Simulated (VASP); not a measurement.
Wanted: the native input for a VASP 6.6.1 run.

| Quantity | Value |
| --- | --- |
| Task | single point |
| Functional | PBE |
| Potentials or basis | VASP PAW PBE potentials, release 64 (Na_pv, Ta_pv, O) |
| Cutoff | 600 eV |
| k mesh | 5 × 5 × 3 |
| Occupations | gaussian, width 0.2 eV |
| Spin | no spin polarisation |
| Dipole correction | no |
| Further INCAR settings | ALGO = Normal; EDIFF = 1e-06; NBANDS = 33 |

The structure of NaTaO lies in POSCAR:

```
NaTaO
1.0
    4.3940825083      0.0000000032      0.0000000000
   -2.1970412569      3.8053870769      0.0000000000
    0.0000000000      0.0000000000      5.4790396840
Na Ta O
2 2 2
Direct
    0.3333333333      0.6666666667      0.7500000000
    0.6666666667      0.3333333333      0.2500000000
    0.3333333333      0.6666666667      0.2500000000
    0.6666666667      0.3333333333      0.7500000000
    0.0000000000      0.0000000000      0.5000000000
    0.0000000000      0.0000000000      0.0000000000
```

These files were run (other wordings do the same):

INCAR

```
  ALGO = Normal
  EDIFF = 1E-6
  ENCUT = 600
  GGA = PE
  GGA_COMPAT = False
  ISIF = 2
  ISMEAR = 0
  LASPH = True
  LCHARG = False
  LREAL = False
  LWAVE = False
  NBANDS = 33
  NELM = 120
  PREC = Accurate
  SIGMA = 0.2
```

KPOINTS

```
k-points
0
Gamma
  5 5 3
```

Potentials or basis: VASP PAW PBE potentials, release 64 (Na_pv, Ta_pv, O).

Run with:

```sh
$ cat potpaw_PBE.64/Na_pv/POTCAR potpaw_PBE.64/Ta_pv/POTCAR potpaw_PBE.64/O/POTCAR > POTCAR
$ mpirun -np 1 vasp_std > vasp.out
```

It gave:

```
Pressure               : 0.1 GPa
Band gap on the k mesh : zero (band 24 reaches 4.29 eV, above the bottom of band 25 at 3.77 eV)
```

Caveat: the k points lie up to 0.38 Å⁻¹ apart; spin-orbit coupling is left out, which moves the levels of the heavy elements.

It took 38 s on 1 thread of Intel Xeon 6975P-C, on a shared host, peak memory 0.24 GiB.
